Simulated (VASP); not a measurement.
# InP (I-4m2) in VASP: settings compared

The runs below take InP through single point, with PBE, r2SCAN.

Program: VASP 6.6.1. These are calculated values, not measurements. Logs are shortened: lines on timing, memory, paths and dates and some standing lists are left out, and cuts for length are marked.

## 1. The cell of the first run

It takes space group I-4m2 (No. 119, tetragonal). Conventional cell: a = 4.303 Å, b = 4.303 Å, c = 5.706 Å, α = 90.00°, β = 90.00°, γ = 90.00°. In (site symmetry -4m2) has 4 P at 2.58 Å within 3.4 Å. P (site symmetry -4m2) has 4 In at 2.58 Å within 3.4 Å.

## 2. Single point, PBE (epitaxial xy strain +3.0%)

The input, INCAR:

```
PREC = Accurate
ENCUT = 520
EDIFF = 1E-6
ISMEAR = -1
SIGMA = 0.02
LREAL = False
LASPH = True
NELM = 80
ALGO = Normal
ISIF = 2
LWAVE = False
LCHARG = False
GGA = PE
NBANDS = 16
```

The input, KPOINTS:

```
Automatic mesh
0
Gamma
  8 8 8
```

The input, POSCAR:

```
InP
1.0
    0.0000000000      3.0424012683      2.8530071196
    3.0424012683      0.0000000000      2.8530071196
    3.0424012683      3.0424012683      0.0000000000
In P
1 1
Direct
    0.0000000000      0.0000000000      0.0000000000
    0.2500000000      0.2500000000      0.2500000000
```

Potentials or basis: VASP PAW PBE potentials, release 64 (In_d, P).

Command:

```bash
$ cat potpaw_PBE.64/In_d/POTCAR potpaw_PBE.64/P/POTCAR > POTCAR
$ mpirun -np 1 vasp_std > vasp.out
```

OUTCAR:

```text
PREC = Accurate
   ENCUT = 520
   EDIFF = 1E-6
   ISMEAR = -1
   LREAL = False
   LASPH = True
   NELM = 80
   ISIF = 2
   GGA = PE

 ion  position               nearest neighbor table
   1  0.000  0.000  0.000-   2 2.58   2 2.58   2 2.58   2 2.58
   2  0.250  0.250  0.250-   1 2.58   1 2.58   1 2.58   1 2.58

  LATTYP: Found a body centered tetragonal cell.
 ALAT       =     4.3026051358
 C/A-ratio  =     1.3261765975

  Lattice vectors:

 A1 = (   0.0000000000,  -3.0424012683,  -2.8530071196)
 A2 = (   0.0000000000,   3.0424012683,  -2.8530071196)
 A3 = (   3.0424012683,   0.0000000000,   2.8530071196)

Analysis of symmetry for initial positions (statically):
=====================================================================
 Subroutine PRICEL returns:
 Original cell was already a primitive cell.

 Routine SETGRP: Setting up the symmetry group for a
 body centered tetragonal supercell.

 Subroutine GETGRP returns: Found  8 space group operations
 (whereof  8 operations were pure point group operations)
 out of a pool of 16 trial point group operations.

The static configuration has the point symmetry D_2d.

Analysis of symmetry for dynamics (positions and initial velocities):
=====================================================================
 Subroutine PRICEL returns:
 Original cell was already a primitive cell.

 Routine SETGRP: Setting up the symmetry group for a
 body centered tetragonal supercell.

 Subroutine GETGRP returns: Found  8 space group operations
 (whereof  8 operations were pure point group operations)
 out of a pool of 16 trial point group operations.

The dynamic configuration has the point symmetry D_2d.

 Subroutine INISYM returns: Found  8 space group operations
 (whereof  8 operations are pure point group operations),
 and found     1 'primitive' translations

----------------------------------------------------------------------------------------

                                     Primitive cell

  volume of cell :      52.8160

  direct lattice vectors                    reciprocal lattice vectors
     0.000000000  3.042401268  2.853007120    -0.164343870  0.164343870  0.175253681
     3.042401268  0.000000000  2.853007120     0.164343870 -0.164343870  0.175253681
     3.042401268  3.042401268  0.000000000     0.164343870  0.164343870 -0.175253681

  length of vectors
     4.170833862  4.170833862  4.302605136     0.291087046  0.291087046  0.291087046

  position of ions in fractional coordinates (direct lattice)
     0.000000000  0.000000000  0.000000000
     0.250000000  0.250000000  0.250000000

  ion indices of the primitive-cell ions
   primitive index   ion index
                 1           1
                 2           2

----------------------------------------------------------------------------------------

 KPOINTS: Automatic mesh

Automatic generation of k-mesh.
 Grid dimensions read from file:
 generate k-points for:    8    8    8

 Generating k-lattice:

  Cartesian coordinates                     Fractional coordinates (reciprocal lattice)
    -0.020542984  0.020542984  0.021906710     0.125000000  0.000000000  0.000000000
     0.020542984 -0.020542984  0.021906710     0.000000000  0.125000000  0.000000000
     0.020542984  0.020542984 -0.021906710    -0.000000000 -0.000000000  0.125000000

  Length of vectors
     0.036385881  0.036385881  0.036385881

  Shift w.r.t. Gamma in fractional coordinates (k-lattice)
     0.000000000  0.000000000  0.000000000

 Subroutine IBZKPT returns following result:
 ===========================================

 Found     59 irreducible k-points:

 Following reciprocal coordinates:
            Coordinates               Weight
  0.000000  0.000000  0.000000      1.000000
  0.125000  0.000000  0.000000      8.000000
  0.250000  0.000000  0.000000      8.000000
  0.375000 -0.000000  0.000000      8.000000
  0.500000  0.000000  0.000000      4.000000
  0.125000  0.125000  0.000000      2.000000
[... 16 lines left out ...]
  0.250000  0.000000  0.125000     16.000000
  0.375000  0.000000  0.125000     16.000000
 [... further k-points ...]
   k-points           NKPTS =     59   k-points in BZ     NKDIM =     59   number of bands    NBANDS=     16
   number of dos      NEDOS =    301   number of ions     NIONS =      2
   total plane-waves  NPLWV =  32768
   dimension x,y,z NGX =    32 NGY =   32 NGZ =   32
   dimension x,y,z NGXF=    64 NGYF=   64 NGZF=   64
   ions per type =               1   1
   NGX,Y,Z   is equivalent  to a cutoff of  12.75, 12.75, 12.36 a.u.
   NGXF,Y,Z  is equivalent  to a cutoff of  25.51, 25.51, 24.73 a.u.
 SYSTEM =  unknown system
   PREC   = accura    normal or accurate (medium, high low for compatibility)
   ISTART =      0    job   : 0-new  1-cont  2-samecut
   ICHARG =      2    charge: 1-file 2-atom 10-const
   ISPIN  =      1    spin polarized calculation?
   LNONCOLLINEAR =      F non collinear calculations
   LSORBIT =      F    spin-orbit coupling
   LASPH  =      T    aspherical Exc in radial PAW
   ENCUT  =  520.0 eV  38.22 Ry    6.18 a.u.   7.75  7.75  8.00*2*pi/ulx,y,z
   NELM   =     80;   NELMIN=  2; NELMDL= -5     # of ELM steps
   EDIFF  = 0.1E-05   stopping-criterion for ELM
   LREAL  =      F    real-space projection
   EDIFFG = 0.1E-04   stopping-criterion for IOM
   NSW    =      0    number of steps for IOM
   IBRION =     -1    ionic relax: 0-MD 1-quasi-New 2-CG
   NFREE  =      0    steps in history (QN), initial steepest desc. (CG)
   ISIF   =      2    stress and relaxation
   ISYM   =      2    0-nonsym 1-usesym 2-fastsym
   POTIM  = 0.5000    time-step for ionic-motion
   TEBEG  =    0.0;   TEEND  =   0.0 temperature during run
   PSTRESS=    0.0 pullay stress
   NELECT =      18.0000    total number of electrons
   NUPDOWN=      -1.0000    fix difference up-down
   EMIN   =  10.00;   EMAX   =-10.00  energy-range for DOS
   EFERMI =   0.00;   METHOD = LEGACY
   ISMEAR =    -1;   SIGMA  =   0.02  broadening in eV -4-tet -1-fermi 0-gaus
   EFERMI_NEDOS =   21; number of points for ismear=-14 and -15
   IALGO  =     38    algorithm
   IMIX   =      4    mixing-type and parameters
     AMIX     =   0.40;   BMIX     =  1.00
     AMIX_MAG =   1.60;   BMIX_MAG =  1.00
  volume/ion in A,a.u.               =      26.41       178.21
  Fermi-wavevector in a.u.,A,eV,Ry     =   1.143520  2.160939 17.791491  1.307638
  Thomas-Fermi vector in A             =   2.280215
   LORBIT       =      0    0 simple, 1 ext, 2 COOP (PROOUT), +10 PAW based schemes
   GGA     = PE    functional components
   LHFCALC =     F    Hartree Fock is set to
   AEXX    =    0.0000 exact exchange contribution
   IVDW    =     0    specifies the selected vdW correction
   LEPSILON=     F    determine dielectric tensor
   LRPA    =     F    only Hartree local field effects (RPA)
 non-spin polarized calculation
  energy-cutoff  :      520.00
  volume of cell :       52.82
 maximum number of plane-waves:      1436
   NGX = 15   NGY = 15   NGZ = 15

 number of electron      18.0000003 magnetization

 Free energy of the ion-electron system (eV)
  ---------------------------------------------------
  ext. energy  EPLUGINS =         0.00000000
  ---------------------------------------------------
  free energy    TOTEN  =        -8.38895295 eV

  energy without entropy =       -8.38895105  energy(sigma->0) =       -8.38895200

 E-fermi :   4.9767     XC(G=0):  -9.0758

 val. band max:        4.8484808305   @ k =   0.0000   0.0000   0.0000
 cond. band min:       5.1050150521   @ k =   0.0000   0.0000   0.0000
 fundamental gap:      0.2565342217
 Fermi energy:         4.9767486332

 k-point     1 :       0.0000    0.0000    0.0000
  band No.  band energies     occupation
      1      -9.4334      2.00000
      2      -9.4334      2.00000
      3      -9.4076      2.00000
      4      -9.3040      2.00000
      5      -9.2920      2.00000
      6      -6.5128      2.00000
[... 8 lines left out ...]
     15      13.5800      0.00000
     16      14.4261      0.00000

 k-point     2 :       0.1250    0.0000    0.0000
  band No.  band energies     occupation
      1      -9.4432      2.00000
      2      -9.4268      2.00000
      3      -9.4070      2.00000
      4      -9.3046      2.00000
      5      -9.2910      2.00000
      6      -6.3481      2.00000
[... 8 lines left out ...]
     15      13.4905      0.00000
     16      14.0025      0.00000

 k-point     3 :       0.2500    0.0000    0.0000
  band No.  band energies     occupation
      1      -9.4756      2.00000
      2      -9.4132      2.00000
      3      -9.3970      2.00000
      4      -9.3044      2.00000
      5      -9.2862      2.00000
      6      -5.8888      2.00000
[... 8 lines left out ...]
     15      13.1565      0.00000
     16      13.9837      0.00000

 k-point     4 :       0.3750   -0.0000    0.0000
  band No.  band energies     occupation
      1      -9.5086      2.00000
      2      -9.4031      2.00000
      3      -9.3878      2.00000
      4      -9.3011      2.00000
      5      -9.2776      2.00000
      6      -5.2818      2.00000
[... 8 lines left out ...]
     15      14.1895      0.00000
     16      14.2107      0.00000
[... 324 lines left out ...]
 k-point    22 :       0.1250    0.0000    0.1250
  band No.  band energies     occupation
      1      -9.4587      2.00000
      2      -9.4196      2.00000
      3      -9.3976      2.00000
      4      -9.3040      2.00000
      5      -9.2921      2.00000
      6      -6.3017      2.00000
[... 8 lines left out ...]
     15      13.9588      0.00000
     16      14.4124      0.00000

 k-point    23 :       0.2500    0.0000    0.1250
  band No.  band energies     occupation
      1      -9.4844      2.00000
      2      -9.4060      2.00000
      3      -9.3884      2.00000
      4      -9.3055      2.00000
      5      -9.2891      2.00000
      6      -5.9466      2.00000
[... 8 lines left out ...]
     15      14.0030      0.00000
     16      15.0897      0.00000

 k-point    24 :       0.3750    0.0000    0.1250
  band No.  band energies     occupation
      1      -9.5106      2.00000
      2      -9.3969      2.00000
      3      -9.3807      2.00000
      4      -9.3033      2.00000
      5      -9.2835      2.00000
      6      -5.3770      2.00000
[... 8 lines left out ...]
     15      14.2916      0.00000
     16      14.9115      0.00000

 [... further k-points ...]

------------------------ aborting loop because EDIFF is reached ----------------------------------------

  FORCE on cell =-STRESS in cart. coord.  units (eV):
  Direction    XX          YY          ZZ          XY          YZ          ZX
  --------------------------------------------------------------------------------------
  -------------------------------------------------------------------------------------
  Total       -0.2699370     -0.2699370      0.5002081      0.0000000      0.0000000      0.0000000
  in kB       -8.1885515     -8.1885515     15.1738388      0.0000000      0.0000000      0.0000000
  external PRESSURE =      -0.4010880 kB  Pullay stress =       0.0000000 kB

 VOLUME and BASIS-vectors are now :
 -----------------------------------------------------------------------------
  energy-cutoff  :      520.00
  volume of cell :       52.82
      direct lattice vectors                 reciprocal lattice vectors
     0.000000000  3.042401268  2.853007120    -0.164343870  0.164343870  0.175253681
     3.042401268  0.000000000  2.853007120     0.164343870 -0.164343870  0.175253681
     3.042401268  3.042401268  0.000000000     0.164343870  0.164343870 -0.175253681

 POSITION                                       TOTAL-FORCE (eV/Angst)
 -----------------------------------------------------------------------------------
      0.00000      0.00000      0.00000         0.000000      0.000000     -0.000000
      1.52120      1.52120      1.42650        -0.000000     -0.000000      0.000000
 -----------------------------------------------------------------------------------
    total drift:                               -0.000000     -0.000000     -0.000000

  FREE ENERGIE OF THE ION-ELECTRON SYSTEM (eV)
  ---------------------------------------------------
  free  energy   TOTEN  =        -8.3889529500 eV

  energy  without entropy=       -8.3889510537  energy(sigma->0) =       -8.38895200
```

Run time: 23 s. Hardware: 1 thread of AMD EPYC 9R45 (Zen 5), shared host; peak memory 0.17 GiB.

What came out:

```yaml
Free_energy: -8.3890 eV
Pressure: 0.0 GPa
Band_gap_on_the_k_mesh: 0.26 eV, direct
```

Levels at points of the mesh, in eV from the valence-band top:
```tsv
k point	band 5	band 6	band 7	band 8	band 9	band 10	band 11	band 12	band 13	band 14
(0.00, 0.00, 0.00)	-14.14	-11.36	-0.26	-0.26	0.00	0.26	3.87	3.98	3.98	8.16
(0.50, 0.00, 0.00)	-14.12	-9.79	-5.65	-1.26	-0.88	1.16	4.43	4.90	6.85	9.02
(0.50, 0.50, 0.00)	-14.10	-9.06	-5.46	-2.55	-2.55	1.47	1.72	9.07	9.07	9.12
(0.50, 0.00, 0.50)	-14.12	-9.26	-5.83	-2.22	-2.19	1.79	2.29	8.51	8.79	9.12
```

Caveat: the cell differs from its parent crystal (epitaxial xy strain +3.0%); spin-orbit coupling is left out, which moves the levels of the heavy elements.

## 3. Single point, r2SCAN (epitaxial xy strain +3.0%)

POSCAR is that of step 2.

The input, INCAR.step1:

```
SYSTEM = InP
PREC = Accurate ; ENCUT = 520
ISMEAR = 0 ; SIGMA = 0.01
LREAL = .FALSE. ; LASPH = .TRUE.
NELM = 100 ; NBANDS = 16
GGA = PE ; ALGO = Normal
EDIFF = 1E-4 ; LWAVE = .TRUE.
LCHARG = .FALSE.
```

The input, INCAR.step2:

```
SYSTEM = InP
PREC = Accurate ; ENCUT = 520
EDIFF = 1E-6 ; ISMEAR = 0
SIGMA = 0.01 ; LREAL = .FALSE.
LASPH = .TRUE. ; NELM = 100
ALGO = Normal ; ISIF = 2
LWAVE = .FALSE. ; LCHARG = .FALSE.
METAGGA = R2SCAN ; LMIXTAU = .TRUE.
NBANDS = 16 ; ISTART = 1
```

The input, KPOINTS:

```
regular mesh
0
G
  8 8 8
  0 0 0
```

Potentials or basis: VASP PAW PBE potentials, release 64 (In_d, P).

Command:

```bash
$ cat potpaw_PBE.64/In_d/POTCAR potpaw_PBE.64/P/POTCAR > POTCAR
$ cp INCAR.step1 INCAR
$ mpirun -np 1 vasp_std > vasp.out
$ cp INCAR.step2 INCAR
$ mpirun -np 1 vasp_std > vasp.out
```

It took 2.3 min on 1 thread of AMD EPYC 9R45 (Zen 5), shared host; peak memory 0.18 GiB.

The run converged. Its results:

* Free energy: -32.2713 eV
* Pressure: -1.8 GPa
* Band gap on the k mesh: 0.68 eV, direct

Stress tensor (GPa, compression positive):
```
-2.65  0.00  0.00
 0.00 -2.65  0.00
 0.00  0.00 -0.06
```

Levels at points of the mesh, in eV from the valence-band top:
```tsv
k point	band 6	band 7	band 8	band 9	band 10	band 11	band 12	band 13
(0.00, 0.00, 0.00)	-11.84	-0.28	-0.28	0.00	0.68	4.20	4.32	4.32
(0.50, 0.00, 0.00)	-10.20	-5.80	-1.31	-0.92	1.50	4.76	5.26	7.29
(0.50, 0.50, 0.00)	-9.44	-5.58	-2.65	-2.65	1.69	1.97	9.75	9.75
(0.50, 0.00, 0.50)	-9.65	-5.97	-2.31	-2.28	2.03	2.56	9.13	9.46
```

Caveat: the cell differs from its parent crystal (epitaxial xy strain +3.0%); the PAW data sets were made with another functional, which shifts forces and pressure a little; spin-orbit coupling is left out, which moves the levels of the heavy elements.
